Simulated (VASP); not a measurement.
Be, 1 atom in the cell. It takes space group Im-3m (No. 229, cubic). The conventional cell has a = 2.456 Å, b = 2.456 Å, c = 2.456 Å, α = 90.00°, β = 90.00°, γ = 90.00°. Be (site symmetry m-3m) has 14 Be at 2.13 to 2.46 Å within 2.8 Å.  This cell differs from its parent crystal: volume scaled by 0.9405.

```yaml
Program: VASP 6.6.1
Task: electric field gradients
Functional: PBE
Potentials_or_basis: VASP PAW PBE potentials, release 64 (Be)
Cutoff: 520 eV
k_mesh: 23 × 23 × 23
Occupations: fermi-dirac, width 0.03 eV
Spin: no spin polarisation
Dipole_correction: no
Further_INCAR_settings: ALGO = Normal; EDIFF = 1e-08; NBANDS = 7
```

Potentials or basis: VASP PAW PBE potentials, release 64 (Be).

Launch:

```bash
$ cat potpaw_PBE.64/Be/POTCAR > POTCAR
$ mpirun -np 1 vasp_std > vasp.out
```

Hardware: 1 thread of AMD EPYC 7R13 (shared host).

**Question.** How long does it take, and how much memory?

**Answer.** Wall time 28 s on 1 thread of AMD EPYC 7R13, on a shared host, peak memory 0.09 GiB. Counts: scf iterations 12, k points 364.
